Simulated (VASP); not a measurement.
# Rb (Cmmm) in VASP: single point with PBE

Aim: the single point of Rb with PBE.

All numbers are computed with VASP 6.6.1; they aren't measurements. Logs are shortened: lines on timing, memory, paths and dates and some standing lists are left out, and cuts for length are marked.

## (1) The cell of the first run

Symmetry: Cmmm, No. 65, orthorhombic system. The conventional cell has a = 8.534 Å, b = 12.738 Å, c = 9.647 Å, α = 90.00°, β = 90.00°, γ = 90.00°. Within 5.6 Å of Rb (site symmetry 2) lie 6 Rb at 4.27 to 4.82 Å.

## (2) Single point, PBE

Input file INCAR:

```
ALGO = Normal
EDIFF = 1E-7
ENCUT = 520
GGA = PE
ISIF = 2
ISMEAR = 0
LASPH = True
LCHARG = False
LREAL = False
LWAVE = False
NBANDS = 30
NELM = 100
PREC = Accurate
SIGMA = 0.1
```

Input file KPOINTS:

```
k-points
0
Gamma
  4 4 2
```

Input file POSCAR:

```
Rb
1.0
    4.2672215719     -6.3691250913      0.0000000000
    4.2672215719      6.3691250913      0.0000000000
    0.0000000000      0.0000000000      9.6470799491
Rb
5
Direct
    0.5000000000      0.0000000000      0.2500000000
    0.0000000000      0.5000000000      0.7500000000
    0.0000000000      0.5000000000      0.2500000000
    0.5000000000      0.0000000000      0.7500000000
    0.0000000000      0.0000000000      0.0000000000
```

Potentials or basis: VASP PAW PBE potentials, release 64 (Rb_sv).

On the command line:

```
$ cat potpaw_PBE.64/Rb_sv/POTCAR > POTCAR
$ mpirun -np 1 vasp_std > vasp.out
```

OUTCAR:

```text
EDIFF = 1E-7
   ENCUT = 520
   GGA = PE
   ISIF = 2
   ISMEAR = 0
   LASPH = True
   LREAL = False
   NELM = 100
   PREC = Accurate

 ion  position               nearest neighbor table
   1  0.500  0.000  0.250-   3 4.27   3 4.27   5 4.53   5 4.53   4 4.82   4 4.82
   2  0.000  0.500  0.750-   4 4.27   4 4.27   5 4.53   5 4.53   3 4.82   3 4.82
   3  0.000  0.500  0.250-   1 4.27   1 4.27   5 4.53   5 4.53   2 4.82   2 4.82
   4  0.500  0.000  0.750-   2 4.27   2 4.27   5 4.53   5 4.53   1 4.82   1 4.82
   5  0.000  0.000  0.000-   1 4.53   2 4.53   3 4.53   4 4.53   2 4.53   3 4.53   1 4.53   4 4.53

  LATTYP: Found a base centered orthorhombic cell.
 ALAT       =     8.5344431438
 B/A-ratio  =     1.4925695758
 C/A-ratio  =     1.1303701702

  Lattice vectors:

 A1 = (   4.2672215719,  -6.3691250913,   0.0000000000)
 A2 = (   4.2672215719,   6.3691250913,   0.0000000000)
 A3 = (   0.0000000000,   0.0000000000,   9.6470799491)

Analysis of symmetry for initial positions (statically):
=====================================================================
 Subroutine PRICEL returns:
 Original cell was already a primitive cell.

 Routine SETGRP: Setting up the symmetry group for a
 base centered orthorhombic supercell.

 Subroutine GETGRP returns: Found  8 space group operations
 (whereof  8 operations were pure point group operations)
 out of a pool of  8 trial point group operations.

The static configuration has the point symmetry D_2h.

Analysis of symmetry for dynamics (positions and initial velocities):
=====================================================================
 Subroutine PRICEL returns:
 Original cell was already a primitive cell.

 Routine SETGRP: Setting up the symmetry group for a
 base centered orthorhombic supercell.

 Subroutine GETGRP returns: Found  8 space group operations
 (whereof  8 operations were pure point group operations)
 out of a pool of  8 trial point group operations.

The dynamic configuration has the point symmetry D_2h.

 Subroutine INISYM returns: Found  8 space group operations
 (whereof  8 operations are pure point group operations),
 and found     1 'primitive' translations

----------------------------------------------------------------------------------------

                                     Primitive cell

  volume of cell :     524.3857

  direct lattice vectors                    reciprocal lattice vectors
     4.267221572 -6.369125091  0.000000000     0.117172261 -0.078503718  0.000000000
     4.267221572  6.369125091  0.000000000     0.117172261  0.078503718  0.000000000
     0.000000000  0.000000000  9.647079949     0.000000000  0.000000000  0.103658310

  length of vectors
     7.666481225  7.666481225  9.647079949     0.141039613  0.141039613  0.103658310

  position of ions in fractional coordinates (direct lattice)
     0.500000000  0.000000000  0.250000000
     0.000000000  0.500000000  0.750000000
     0.000000000  0.500000000  0.250000000
     0.500000000  0.000000000  0.750000000
     0.000000000  0.000000000  0.000000000

  ion indices of the primitive-cell ions
   primitive index   ion index
                 1           1
                 2           2
                 3           3
                 4           4
                 5           5

----------------------------------------------------------------------------------------

 KPOINTS: k-points

Automatic generation of k-mesh.
 Grid dimensions read from file:
 generate k-points for:    4    4    2

 Generating k-lattice:

  Cartesian coordinates                     Fractional coordinates (reciprocal lattice)
     0.029293065 -0.019625929  0.000000000     0.250000000  0.000000000  0.000000000
     0.029293065  0.019625929  0.000000000     0.000000000  0.250000000  0.000000000
     0.000000000  0.000000000  0.051829155     0.000000000  0.000000000  0.500000000

  Length of vectors
     0.035259903  0.035259903  0.051829155

  Shift w.r.t. Gamma in fractional coordinates (k-lattice)
     0.000000000  0.000000000  0.000000000

 Subroutine IBZKPT returns following result:
 ===========================================

 Found     14 irreducible k-points:

 Following reciprocal coordinates:
            Coordinates               Weight
  0.000000  0.000000  0.000000      1.000000
  0.250000  0.000000  0.000000      4.000000
  0.500000  0.000000  0.000000      2.000000
  0.250000  0.250000  0.000000      2.000000
  0.500000  0.250000  0.000000      4.000000
 -0.250000  0.250000  0.000000      2.000000
  0.500000  0.500000  0.000000      1.000000
  0.000000  0.000000  0.500000      1.000000
  0.250000  0.000000  0.500000      4.000000
  0.500000  0.000000  0.500000      2.000000
  0.250000  0.250000  0.500000      2.000000
  0.500000  0.250000  0.500000      4.000000
 -0.250000  0.250000  0.500000      2.000000
  0.500000  0.500000  0.500000      1.000000
   k-points           NKPTS =     14   k-points in BZ     NKDIM =     14   number of bands    NBANDS=     30
   number of dos      NEDOS =    301   number of ions     NIONS =      5
   total plane-waves  NPLWV = 259200
   dimension x,y,z NGX =    60 NGY =   60 NGZ =   72
   dimension x,y,z NGXF=   120 NGYF=  120 NGZF=  144
   ions per type =               5
   NGX,Y,Z   is equivalent  to a cutoff of  13.01, 13.01, 12.41 a.u.
   NGXF,Y,Z  is equivalent  to a cutoff of  26.02, 26.02, 24.82 a.u.
 SYSTEM =  unknown system
   PREC   = accura    normal or accurate (medium, high low for compatibility)
   ISTART =      0    job   : 0-new  1-cont  2-samecut
   ICHARG =      2    charge: 1-file 2-atom 10-const
   ISPIN  =      1    spin polarized calculation?
   LNONCOLLINEAR =      F non collinear calculations
   LSORBIT =      F    spin-orbit coupling
   LASPH  =      T    aspherical Exc in radial PAW
   ENCUT  =  520.0 eV  38.22 Ry    6.18 a.u.  14.25 14.25 17.94*2*pi/ulx,y,z
   NELM   =    100;   NELMIN=  2; NELMDL= -5     # of ELM steps
   EDIFF  = 0.1E-06   stopping-criterion for ELM
   LREAL  =      F    real-space projection
   EDIFFG = 0.1E-05   stopping-criterion for IOM
   NSW    =      0    number of steps for IOM
   IBRION =     -1    ionic relax: 0-MD 1-quasi-New 2-CG
   NFREE  =      0    steps in history (QN), initial steepest desc. (CG)
   ISIF   =      2    stress and relaxation
   ISYM   =      2    0-nonsym 1-usesym 2-fastsym
   POTIM  = 0.5000    time-step for ionic-motion
   TEBEG  =    0.0;   TEEND  =   0.0 temperature during run
   PSTRESS=    0.0 pullay stress
   NELECT =      45.0000    total number of electrons
   NUPDOWN=      -1.0000    fix difference up-down
   EMIN   =  10.00;   EMAX   =-10.00  energy-range for DOS
   EFERMI =   0.00;   METHOD = LEGACY
   ISMEAR =     0;   SIGMA  =   0.10  broadening in eV -4-tet -1-fermi 0-gaus
   EFERMI_NEDOS =   21; number of points for ismear=-14 and -15
   IALGO  =     38    algorithm
   IMIX   =      4    mixing-type and parameters
     AMIX     =   0.40;   BMIX     =  1.00
     AMIX_MAG =   1.60;   BMIX_MAG =  1.00
  volume/ion in A,a.u.               =     104.88       707.75
  Fermi-wavevector in a.u.,A,eV,Ry     =   0.722097  1.364565  7.094400  0.521424
  Thomas-Fermi vector in A             =   1.811972
   LORBIT       =      0    0 simple, 1 ext, 2 COOP (PROOUT), +10 PAW based schemes
   GGA     = PE    functional components
   LHFCALC =     F    Hartree Fock is set to
   AEXX    =    0.0000 exact exchange contribution
   IVDW    =     0    specifies the selected vdW correction
   LEPSILON=     F    determine dielectric tensor
   LRPA    =     F    only Hartree local field effects (RPA)
 non-spin polarized calculation
 Gauss-broadening in eV      SIGMA  =   0.10
  energy-cutoff  :      520.00
  volume of cell :      524.39
 maximum number of plane-waves:     14152
 NGX is ok and might be reduce to    60
   NGX = 29   NGY = 29   NGZ = 35

 number of electron      45.0000001 magnetization

 Free energy of the ion-electron system (eV)
  ---------------------------------------------------
  ext. energy  EPLUGINS =         0.00000000
  ---------------------------------------------------
  free energy    TOTEN  =        -3.76733431 eV

  energy without entropy =       -3.73343509  energy(sigma->0) =       -3.75038470

 E-fermi :  -0.1648     XC(G=0):  -5.0380

 val. band max:       -0.1787964385   @ k =  -0.2500   0.2500   0.0000
 cond. band min:      -0.1623703521   @ k =   0.2500   0.0000   0.0000
 fundamental gap:      0.0164260864
 Fermi energy:        -0.1648213207

 k-point     1 :       0.0000    0.0000    0.0000
  band No.  band energies     occupation
      1     -29.3631      2.00000
      2     -29.3603      2.00000
      3     -29.3505      2.00000
      4     -29.3482      2.00000
      5     -29.2716      2.00000
      6     -13.6006      2.00000
[... 22 lines left out ...]
     29       1.5058      0.00000
     30       1.7082      0.00000

 k-point     2 :       0.2500    0.0000    0.0000
  band No.  band energies     occupation
      1     -29.3612      2.00000
      2     -29.3585      2.00000
      3     -29.3523      2.00000
      4     -29.3499      2.00000
      5     -29.2717      2.00000
      6     -13.5659      2.00000
[... 22 lines left out ...]
     29       1.5301      0.00000
     30       1.6897      0.00000

 k-point     3 :       0.5000    0.0000    0.0000
  band No.  band energies     occupation
      1     -29.3568      2.00000
      2     -29.3566      2.00000
      3     -29.3542      2.00000
      4     -29.3542      2.00000
      5     -29.2718      2.00000
      6     -13.5014      2.00000
[... 22 lines left out ...]
     29       1.5967      0.00000
     30       1.6457      0.00000

 k-point     4 :       0.2500    0.2500    0.0000
  band No.  band energies     occupation
      1     -29.3568      2.00000
      2     -29.3566      2.00000
      3     -29.3543      2.00000
      4     -29.3542      2.00000
      5     -29.2718      2.00000
      6     -13.5009      2.00000
[... 22 lines left out ...]
     29       1.2465      0.00000
     30       1.4673      0.00000

 k-point     5 :       0.5000    0.2500    0.0000
  band No.  band energies     occupation
      1     -29.3610      2.00000
      2     -29.3585      2.00000
      3     -29.3524      2.00000
      4     -29.3500      2.00000
      5     -29.2719      2.00000
      6     -13.5567      2.00000
[... 22 lines left out ...]
     29       1.2149      0.00000
     30       1.2820      0.00000

 k-point     6 :      -0.2500    0.2500    0.0000
  band No.  band energies     occupation
      1     -29.3629      2.00000
      2     -29.3603      2.00000
      3     -29.3505      2.00000
      4     -29.3482      2.00000
      5     -29.2718      2.00000
      6     -13.5947      2.00000
[... 22 lines left out ...]
     29       1.5282      0.00000
     30       1.5774      0.00000

 k-point     7 :       0.5000    0.5000    0.0000
  band No.  band energies     occupation
      1     -29.3627      2.00000
      2     -29.3603      2.00000
      3     -29.3505      2.00000
      4     -29.3482      2.00000
      5     -29.2720      2.00000
      6     -13.5882      2.00000
[... 22 lines left out ...]
     29       1.0234      0.00000
     30       1.3765      0.00000

 k-point     8 :       0.0000    0.0000    0.5000
  band No.  band energies     occupation
      1     -29.3619      2.00000
      2     -29.3615      2.00000
      3     -29.3493      2.00000
      4     -29.3493      2.00000
      5     -29.2716      2.00000
      6     -13.5958      2.00000
[... 22 lines left out ...]
     29       1.4417      0.00000
     30       1.5048      0.00000

 k-point     9 :       0.2500    0.0000    0.5000
  band No.  band energies     occupation
      1     -29.3600      2.00000
      2     -29.3597      2.00000
      3     -29.3511      2.00000
      4     -29.3511      2.00000
      5     -29.2717      2.00000
      6     -13.5614      2.00000
[... 22 lines left out ...]
     29       1.4336      0.00000
     30       1.5481      0.00000

 k-point    10 :       0.5000    0.0000    0.5000
  band No.  band energies     occupation
      1     -29.3556      2.00000
      2     -29.3554      2.00000
      3     -29.3554      2.00000
      4     -29.3554      2.00000
      5     -29.2718      2.00000
      6     -13.4946      2.00000
[... 22 lines left out ...]
     29       1.7035      0.00000
     30       1.7211      0.00000

 k-point    11 :       0.2500    0.2500    0.5000
  band No.  band energies     occupation
      1     -29.3556      2.00000
      2     -29.3555      2.00000
      3     -29.3554      2.00000
      4     -29.3554      2.00000
      5     -29.2718      2.00000
      6     -13.4917      2.00000
[... 22 lines left out ...]
     29       1.7970      0.00000
     30       1.8497      0.00000

 k-point    12 :       0.5000    0.2500    0.5000
  band No.  band energies     occupation
      1     -29.3598      2.00000
      2     -29.3597      2.00000
      3     -29.3512      2.00000
      4     -29.3511      2.00000
      5     -29.2719      2.00000
      6     -13.5566      2.00000
[... 22 lines left out ...]
     29       1.5349      0.00000
     30       1.5735      0.00000

 k-point    13 :      -0.2500    0.2500    0.5000
  band No.  band energies     occupation
      1     -29.3617      2.00000
      2     -29.3615      2.00000
      3     -29.3493      2.00000
      4     -29.3493      2.00000
      5     -29.2718      2.00000
      6     -13.5896      2.00000
[... 22 lines left out ...]
     29       1.2834      0.00000
     30       1.4462      0.00000

 k-point    14 :       0.5000    0.5000    0.5000
  band No.  band energies     occupation
      1     -29.3615      2.00000
      2     -29.3615      2.00000
      3     -29.3494      2.00000
      4     -29.3494      2.00000
      5     -29.2720      2.00000
      6     -13.5910      2.00000
[... 22 lines left out ...]
     29       1.5482      0.00000
     30       1.8437      0.00000

------------------------ aborting loop because EDIFF is reached ----------------------------------------

  FORCE on cell =-STRESS in cart. coord.  units (eV):
  Direction    XX          YY          ZZ          XY          YZ          ZX
  --------------------------------------------------------------------------------------
  -------------------------------------------------------------------------------------
  Total        2.5917186      0.5052745      0.3443269      0.0000000      0.0000000      0.0000000
  in kB        7.9185851      1.5437861      1.0520364      0.0000000      0.0000000      0.0000000
  external PRESSURE =       3.5048025 kB  Pullay stress =       0.0000000 kB

 VOLUME and BASIS-vectors are now :
 -----------------------------------------------------------------------------
  energy-cutoff  :      520.00
  volume of cell :      524.39
      direct lattice vectors                 reciprocal lattice vectors
     4.267221572 -6.369125091  0.000000000     0.117172261 -0.078503718  0.000000000
     4.267221572  6.369125091  0.000000000     0.117172261  0.078503718  0.000000000
     0.000000000  0.000000000  9.647079949     0.000000000  0.000000000  0.103658310

 POSITION                                       TOTAL-FORCE (eV/Angst)
 -----------------------------------------------------------------------------------
      2.13361     -3.18456      2.41177         0.000000      0.000000      0.094214
      2.13361      3.18456      7.23531        -0.000000     -0.000000     -0.094214
      2.13361      3.18456      2.41177        -0.000000      0.000000      0.094214
      2.13361     -3.18456      7.23531         0.000000      0.000000     -0.094214
      0.00000      0.00000      0.00000        -0.000000      0.000000      0.000000
 -----------------------------------------------------------------------------------
    total drift:                                0.000000      0.000000      0.000000

  FREE ENERGIE OF THE ION-ELECTRON SYSTEM (eV)
  ---------------------------------------------------
  free  energy   TOTEN  =        -3.7673343102 eV

  energy  without entropy=       -3.7334350940  energy(sigma->0) =       -3.75038470
```

Run time: 2.6 min. Hardware: 1 thread of AMD EPYC 9R45 (Zen 5), shared host; peak memory 0.58 GiB.

Results:

```
Free energy   : -3.7673 eV
Pressure      : 0.4 GPa
Largest force : 0.094 eV/Å
```

Forces in eV/Å, atoms in the order of the input:
```
Rb   0.000  0.000  0.094
Rb   0.000  0.000 -0.094
Rb   0.000  0.000  0.094
Rb   0.000  0.000 -0.094
Rb   0.000  0.000  0.000
```

Stress tensor (GPa, compression positive):
```
0.79 0.00 0.00
0.00 0.15 0.00
0.00 0.00 0.11
```
